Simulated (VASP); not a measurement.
# Sn2Te (P6/mmm) in VASP: a series of runs

Sn2Te is run at these levels: PBE; tasks: single point, relaxation of cell and atoms.

Program: VASP 6.6.1. These are calculated values, not measurements. Logs are shortened: lines on timing, memory, paths and dates and some standing lists are left out, and cuts for length are marked.

## Step 1: The cell of the first run

It takes space group P6/mmm (No. 191, hexagonal). Conventional cell: a = 5.113 Å, b = 5.113 Å, c = 4.033 Å, α = 90.00°, β = 90.00°, γ = 120.00°. Within 3.9 Å of Sn (site symmetry -6m2) lie 3 Sn at 2.95 Å and 6 Te at 3.58 Å. Within 4.7 Å of Te (site symmetry 6/mmm) lie 12 Sn at 3.58 Å and 2 Te at 4.03 Å.

## Step 2: Single point, PBE

INCAR

```
ALGO = Fast ; EDIFF = 1E-6
ENCUT = 520 ; GGA = PE
ISIF = 2 ; ISMEAR = 0
LASPH = True ; LCHARG = False
LREAL = False ; LWAVE = False
NBANDS = 24 ; NELM = 100
PREC = Accurate ; SIGMA = 0.1
```

KPOINTS

```
k-points
0
Gamma
  12 12 12
```

POSCAR

```
Sn2Te
1.0
    5.1131733934      0.0000000000      0.0000000000
   -2.5565866967      4.4281380526      0.0000000000
    0.0000000000      0.0000000000      4.0328198897
Sn Te
2 1
Direct
    0.3333333333      0.6666666667      0.5000000000
    0.6666666667      0.3333333333      0.5000000000
    0.0000000000      0.0000000000      0.0000000000
```

Potentials or basis: VASP PAW PBE potentials, release 64 (Sn_d, Te).

The run is started by

```console
$ cat potpaw_PBE.64/Sn_d/POTCAR potpaw_PBE.64/Te/POTCAR > POTCAR
$ mpirun -np 1 vasp_std > vasp.out
```

OUTCAR:

```text
EDIFF = 1E-6
   ENCUT = 520
   GGA = PE
   ISIF = 2
   ISMEAR = 0
   LASPH = True
   LREAL = False
   NELM = 100
   PREC = Accurate

 ion  position               nearest neighbor table
   1  0.333  0.667  0.500-   2 2.95   2 2.95   2 2.95   3 3.58   3 3.58   3 3.58   3 3.58   3 3.58
                             3 3.58
   2  0.667  0.333  0.500-   1 2.95   1 2.95   1 2.95   3 3.58   3 3.58   3 3.58   3 3.58   3 3.58
                             3 3.58
   3  0.000  0.000  0.000-   1 3.58   2 3.58   1 3.58   2 3.58   1 3.58   1 3.58   2 3.58   2 3.58
                             2 3.58   2 3.58   1 3.58   1 3.58

  LATTYP: Found a hexagonal cell.
 ALAT       =     5.1131733934
 C/A-ratio  =     0.7887117411

  Lattice vectors:

 A1 = (   5.1131733934,   0.0000000000,   0.0000000000)
 A2 = (  -2.5565866967,   4.4281380526,   0.0000000000)
 A3 = (   0.0000000000,   0.0000000000,   4.0328198897)

Analysis of symmetry for initial positions (statically):
=====================================================================
 Subroutine PRICEL returns:
 Original cell was already a primitive cell.

 Routine SETGRP: Setting up the symmetry group for a
 hexagonal supercell.

 Subroutine GETGRP returns: Found 24 space group operations
 (whereof 24 operations were pure point group operations)
 out of a pool of 24 trial point group operations.

The static configuration has the point symmetry D_6h.

Analysis of symmetry for dynamics (positions and initial velocities):
=====================================================================
 Subroutine PRICEL returns:
 Original cell was already a primitive cell.

 Routine SETGRP: Setting up the symmetry group for a
 hexagonal supercell.

 Subroutine GETGRP returns: Found 24 space group operations
 (whereof 24 operations were pure point group operations)
 out of a pool of 24 trial point group operations.

The dynamic configuration has the point symmetry D_6h.

 Subroutine INISYM returns: Found 24 space group operations
 (whereof 24 operations are pure point group operations),
 and found     1 'primitive' translations

----------------------------------------------------------------------------------------

                                     Primitive cell

  volume of cell :      91.3105

  direct lattice vectors                    reciprocal lattice vectors
     5.113173393  0.000000000  0.000000000     0.195573262  0.112914275  0.000000000
    -2.556586697  4.428138053  0.000000000     0.000000000  0.225828551  0.000000000
     0.000000000  0.000000000  4.032819890     0.000000000  0.000000000  0.247965450

  length of vectors
     5.113173393  5.113173393  4.032819890     0.225828551  0.225828551  0.247965450

  position of ions in fractional coordinates (direct lattice)
     0.333333333  0.666666667  0.500000000
     0.666666667  0.333333333  0.500000000
     0.000000000  0.000000000  0.000000000

  ion indices of the primitive-cell ions
   primitive index   ion index
                 1           1
                 2           2
                 3           3

----------------------------------------------------------------------------------------

 KPOINTS: k-points

Automatic generation of k-mesh.
 Grid dimensions read from file:
 generate k-points for:   12   12   12

 Generating k-lattice:

  Cartesian coordinates                     Fractional coordinates (reciprocal lattice)
     0.016297772  0.009409523  0.000000000     0.083333333  0.000000000  0.000000000
     0.000000000  0.018819046  0.000000000     0.000000000  0.083333333  0.000000000
     0.000000000  0.000000000  0.020663788     0.000000000  0.000000000  0.083333333

  Length of vectors
     0.018819046  0.018819046  0.020663788

  Shift w.r.t. Gamma in fractional coordinates (k-lattice)
     0.000000000  0.000000000  0.000000000

 Subroutine IBZKPT returns following result:
 ===========================================

 Found    133 irreducible k-points:

 Following reciprocal coordinates:
            Coordinates               Weight
  0.000000  0.000000  0.000000      1.000000
  0.083333 -0.000000  0.000000      6.000000
  0.166667  0.000000  0.000000      6.000000
  0.250000  0.000000  0.000000      6.000000
  0.333333  0.000000  0.000000      6.000000
  0.416667  0.000000  0.000000      6.000000
[... 16 lines left out ...]
  0.250000  0.000000  0.083333     12.000000
  0.333333  0.000000  0.083333     12.000000
 [... further k-points ...]
   k-points           NKPTS =    133   k-points in BZ     NKDIM =    133   number of bands    NBANDS=     24
   number of dos      NEDOS =    301   number of ions     NIONS =      3
   total plane-waves  NPLWV =  48000
   dimension x,y,z NGX =    40 NGY =   40 NGZ =   30
   dimension x,y,z NGXF=    80 NGYF=   80 NGZF=   60
   ions per type =               2   1
   NGX,Y,Z   is equivalent  to a cutoff of  13.01, 13.01, 12.37 a.u.
   NGXF,Y,Z  is equivalent  to a cutoff of  26.01, 26.01, 24.73 a.u.
 SYSTEM =  unknown system
   PREC   = accura    normal or accurate (medium, high low for compatibility)
   ISTART =      0    job   : 0-new  1-cont  2-samecut
   ICHARG =      2    charge: 1-file 2-atom 10-const
   ISPIN  =      1    spin polarized calculation?
   LNONCOLLINEAR =      F non collinear calculations
   LSORBIT =      F    spin-orbit coupling
   LASPH  =      T    aspherical Exc in radial PAW
   ENCUT  =  520.0 eV  38.22 Ry    6.18 a.u.   9.51  9.51  7.50*2*pi/ulx,y,z
   NELM   =    100;   NELMIN=  2; NELMDL= -5     # of ELM steps
   EDIFF  = 0.1E-05   stopping-criterion for ELM
   LREAL  =      F    real-space projection
   EDIFFG = 0.1E-04   stopping-criterion for IOM
   NSW    =      0    number of steps for IOM
   IBRION =     -1    ionic relax: 0-MD 1-quasi-New 2-CG
   NFREE  =      0    steps in history (QN), initial steepest desc. (CG)
   ISIF   =      2    stress and relaxation
   ISYM   =      2    0-nonsym 1-usesym 2-fastsym
   POTIM  = 0.5000    time-step for ionic-motion
   TEBEG  =    0.0;   TEEND  =   0.0 temperature during run
   PSTRESS=    0.0 pullay stress
   NELECT =      34.0000    total number of electrons
   NUPDOWN=      -1.0000    fix difference up-down
   EMIN   =  10.00;   EMAX   =-10.00  energy-range for DOS
   EFERMI =   0.00;   METHOD = LEGACY
   ISMEAR =     0;   SIGMA  =   0.10  broadening in eV -4-tet -1-fermi 0-gaus
   EFERMI_NEDOS =   21; number of points for ismear=-14 and -15
   IALGO  =     68    algorithm
   IMIX   =      4    mixing-type and parameters
     AMIX     =   0.40;   BMIX     =  1.00
     AMIX_MAG =   1.60;   BMIX_MAG =  1.00
  volume/ion in A,a.u.               =      30.44       205.40
  Fermi-wavevector in a.u.,A,eV,Ry     =   1.177771  2.225665 18.873257  1.387145
  Thomas-Fermi vector in A             =   2.314112
   LORBIT       =      0    0 simple, 1 ext, 2 COOP (PROOUT), +10 PAW based schemes
   GGA     = PE    functional components
   LHFCALC =     F    Hartree Fock is set to
   AEXX    =    0.0000 exact exchange contribution
   IVDW    =     0    specifies the selected vdW correction
   LEPSILON=     F    determine dielectric tensor
   LRPA    =     F    only Hartree local field effects (RPA)
 non-spin polarized calculation
 RMM-DIIS sequential band-by-band and
 Gauss-broadening in eV      SIGMA  =   0.10
  energy-cutoff  :      520.00
  volume of cell :       91.31
 maximum number of plane-waves:      2498
 NGX is ok and might be reduce to    40
   NGX = 19   NGY = 19   NGZ = 15

 number of electron      34.0000017 magnetization

 Free energy of the ion-electron system (eV)
  ---------------------------------------------------
  ext. energy  EPLUGINS =         0.00000000
  ---------------------------------------------------
  free energy    TOTEN  =       -10.52485117 eV

  energy without entropy =      -10.51673203  energy(sigma->0) =      -10.52079160

 E-fermi :   6.7722     XC(G=0):  -9.7438

 val. band max:        6.7655391966   @ k =   0.3333   0.3333   0.1667
 cond. band min:       6.7735684825   @ k =   0.1667   0.0000   0.0000
 fundamental gap:      0.0080292859
 Fermi energy:         6.7722341328

 k-point     1 :       0.0000    0.0000    0.0000
  band No.  band energies     occupation
      1     -14.9541      2.00000
      2     -14.8609      2.00000
      3     -14.8609      2.00000
      4     -14.8435      2.00000
      5     -14.8435      2.00000
      6     -14.7628      2.00000
[... 16 lines left out ...]
     23      12.2103      0.00000
     24      15.5026      0.00000

 k-point     2 :       0.0833   -0.0000    0.0000
  band No.  band energies     occupation
      1     -14.9535      2.00000
      2     -14.8615      2.00000
      3     -14.8596      2.00000
      4     -14.8528      2.00000
      5     -14.8515      2.00000
      6     -14.7593      2.00000
[... 16 lines left out ...]
     23      12.1273      0.00000
     24      15.3273      0.00000

 k-point     3 :       0.1667    0.0000    0.0000
  band No.  band energies     occupation
      1     -14.9520      2.00000
      2     -14.8729      2.00000
      3     -14.8696      2.00000
      4     -14.8633      2.00000
      5     -14.8558      2.00000
      6     -14.7597      2.00000
[... 16 lines left out ...]
     23      11.9274      0.00000
     24      14.9792      0.00000
[... 514 lines left out ...]
 k-point    23 :       0.2500    0.0000    0.0833
  band No.  band energies     occupation
      1     -14.9489      2.00000
      2     -14.8935      2.00000
      3     -14.8896      2.00000
      4     -14.8662      2.00000
      5     -14.8508      2.00000
      6     -14.7663      2.00000
[... 16 lines left out ...]
     23      11.6381      0.00000
     24      14.9255      0.00000

 k-point    24 :       0.3333    0.0000    0.0833
  band No.  band energies     occupation
      1     -14.9476      2.00000
      2     -14.9102      2.00000
      3     -14.9064      2.00000
      4     -14.8685      2.00000
      5     -14.8443      2.00000
      6     -14.7733      2.00000
[... 16 lines left out ...]
     23      12.1992      0.00000
     24      14.3712      0.00000

 [... further k-points ...]

------------------------ aborting loop because EDIFF is reached ----------------------------------------

  FORCE on cell =-STRESS in cart. coord.  units (eV):
  Direction    XX          YY          ZZ          XY          YZ          ZX
  --------------------------------------------------------------------------------------
  -------------------------------------------------------------------------------------
  Total       -0.0302619     -0.0302619     -0.0419141      0.0000000      0.0000000     -0.0000000
  in kB       -0.5309895     -0.5309895     -0.7354452      0.0000000      0.0000000     -0.0000000
  external PRESSURE =      -0.5991414 kB  Pullay stress =       0.0000000 kB

 VOLUME and BASIS-vectors are now :
 -----------------------------------------------------------------------------
  energy-cutoff  :      520.00
  volume of cell :       91.31
      direct lattice vectors                 reciprocal lattice vectors
     5.113173393  0.000000000  0.000000000     0.195573262  0.112914275  0.000000000
    -2.556586697  4.428138053  0.000000000     0.000000000  0.225828551  0.000000000
     0.000000000  0.000000000  4.032819890     0.000000000  0.000000000  0.247965450

 POSITION                                       TOTAL-FORCE (eV/Angst)
 -----------------------------------------------------------------------------------
     -0.00000      2.95209      2.01641        -0.000000      0.000000      0.000000
      2.55659      1.47605      2.01641         0.000000      0.000000      0.000000
      0.00000      0.00000      0.00000        -0.000000      0.000000      0.000000
 -----------------------------------------------------------------------------------
    total drift:                               -0.000000      0.000000      0.000000

  FREE ENERGIE OF THE ION-ELECTRON SYSTEM (eV)
  ---------------------------------------------------
  free  energy   TOTEN  =       -10.5248511660 eV

  energy  without entropy=      -10.5167320273  energy(sigma->0) =      -10.52079160
```

Wall time 1.8 min (1 thread of AMD EPYC 9R45 (Zen 5), shared host); peak memory 0.37 GiB.

What came out:

```yaml
Free_energy: -10.5249 eV
Pressure: -0.1 GPa
Band_gap_on_the_k_mesh: zero (band 17 reaches 7.92 eV, above the bottom of band 18 at 4.99 eV)
```

Caveat: spin-orbit coupling is left out, which moves the levels of the heavy elements.

## Step 3: Relaxation of cell and atoms, PBE

This run uses another cell than the first one, of 30.27 Å³/atom, 0.994 times its volume.

INCAR

```
SYSTEM = Sn2Te
  ALGO = Fast
  EDIFF = 1E-6
  EDIFFG = -0.01
  ENCUT = 600
  GGA = PE
  IBRION = 2
  ISIF = 3
  ISMEAR = 0
  LASPH = .TRUE.
  LCHARG = .FALSE.
  LREAL = .FALSE.
  LWAVE = .FALSE.
  NELM = 100
  NSW = 100
  PREC = Accurate
  SIGMA = 0.1
```

KPOINTS

```
k-points
0
G
  12 12 12
  0 0 0
```

POSCAR

```
Sn2Te
1.0
    5.0983875534      0.0000000000      0.0000000000
   -2.5491937767      4.4153331395      0.0000000000
    0.0000000000      0.0000000000      4.0334893404
Sn Te
2 1
Direct
    0.3333333333      0.6666666667      0.5000000000
    0.6666666667      0.3333333333      0.5000000000
    0.0000000000      0.0000000000      0.0000000000
```

Potentials or basis: VASP PAW PBE potentials, release 64 (Sn_d, Te).

The run is started by

```console
$ cat potpaw_PBE.64/Sn_d/POTCAR potpaw_PBE.64/Te/POTCAR > POTCAR
$ mpirun -np 1 vasp_std > vasp.out
```

Wall time 7 min (1 thread of AMD EPYC 9R45 (Zen 5), shared host); peak memory 0.43 GiB.

The run converged. Its results:

- Free energy: -10.5248 eV
- Relaxed volume: 30.36 Å³/atom
- Relaxed cell: a = 5.116 Å, b = 5.116 Å, c = 4.017 Å, α = 90.00°, β = 90.00°, γ = 120.00°
- Space group after relaxing (to 0.05 Å): P6/mmm (No. 191)
- Energy gained by relaxing: 0.2 meV/atom
- Ionic steps: 8
- Pressure after relaxing: 0.0 GPa
- Band gap on the k mesh: zero (band 17 reaches 7.96 eV, above the bottom of band 18 at 5.00 eV)

The path:
```
step  energy change (eV)  largest force (eV/Å)  pressure (GPa)  volume (Å³)
   1              0.0000                0.0000            0.28        90.80
   2             -0.0005                0.0000           -0.12        91.49
   3             -0.0005                0.0000           -0.01        91.31
   4             -0.0005                0.0000           -0.01        91.32
   5             -0.0005                0.0000           -0.02        91.33
   6             -0.0005                0.0000           -0.02        91.31
   7             -0.0006                0.0000           -0.05        91.23
   8             -0.0005                0.0000            0.01        91.07
```

Final structure:
```yaml
crystal:
  lattice:
    - [5.11638, 0.00000, 0.00000]
    - [-2.55819, 4.43092, 0.00000]
    - [0.00000, 0.00000, 4.01733]
  atoms:
    - { symbol: Sn, position: [0.33333, 0.66667, 0.50000] }
    - { symbol: Sn, position: [0.66667, 0.33333, 0.50000] }
    - { symbol: Te, position: [0.00000, 0.00000, 0.00000] }
```

Levels at points of the mesh, in eV from the Fermi level:
| k point | band 14 | band 15 | band 16 | band 17 | band 18 | band 19 | band 20 | band 21 |
| --- | --- | --- | --- | --- | --- | --- | --- | --- |
| (0.00, 0.00, 0.00) | -2.54 | -2.54 | -1.84 | -1.84 | -1.65 | 3.08 | 3.31 | 5.21 |
| (0.50, 0.00, 0.00) | -4.15 | -0.55 | -0.30 | 0.80 | 1.30 | 1.38 | 3.40 | 4.48 |
| (0.00, 0.00, 0.50) | -1.84 | -1.43 | -1.43 | -1.42 | -1.05 | -1.05 | 1.42 | 1.71 |
| (0.50, 0.00, 0.50) | -4.19 | -2.87 | -2.16 | -1.79 | -0.77 | 2.90 | 3.32 | 5.56 |

Caveat: spin-orbit coupling is left out, which moves the levels of the heavy elements.
